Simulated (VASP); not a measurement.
Crystal: Hf.

```xyz
1
Lattice="-1.8170 1.8170 1.8170 1.8170 -1.8170 1.8170 1.8170 1.8170 -1.8170" Properties=species:S:1:pos:R:3 pbc="T T T"
Hf    0.0000    0.0000    0.0000
```

This isn't the form of Hf at room conditions, which is hcp.

| Item | Value |
| --- | --- |
| Program | VASP 6.6.1 |
| Task | relaxation of cell and atoms |
| Functional | LDA |
| Potentials or basis | VASP PAW LDA potentials, release 64 (Hf_pv) |
| Cutoff | 650 eV |
| k mesh | 14 × 14 × 14 |
| Occupations | methfessel-paxton, width 0.05 eV |
| Spin | no spin polarisation |

At the start: pressure -14.2 GPa; volume 23.99 Å³/atom.

Question: Where does the relaxation end?

Answer: Over 9 steps the energy falls by 179.8 meV/atom and the volume is 20.43 Å³/atom (-14.9 %); space group Im-3m (No. 229, to 0.1 Å) before and after.

The path:
```tsv
step	energy change (eV)	largest force (eV/Å)	pressure (GPa)	volume (Å³)
1	0.0000	0.0000	-14.17	23.99
2	0.0253	0.0000	23.79	17.35
3	-0.1799	0.0000	-0.44	20.51
4	-0.1800	0.0000	-0.03	20.44
5	-0.1799	0.0000	0.35	20.37
6	-0.1799	0.0000	-0.33	20.49
7	-0.1800	0.0000	0.00	20.43
8	-0.1798	0.0000	-0.01	20.43
9	-0.1798	0.0000	-0.01	20.43
```

Final structure:
```
Hf
1.0
    -1.72214    1.72214    1.72214
     1.72214   -1.72214    1.72214
     1.72214    1.72214   -1.72214
Hf
1
Direct
  0.00000 0.00000 0.00000
```

Where two steps share one volume, the run began anew on that cell with a basis built for it.
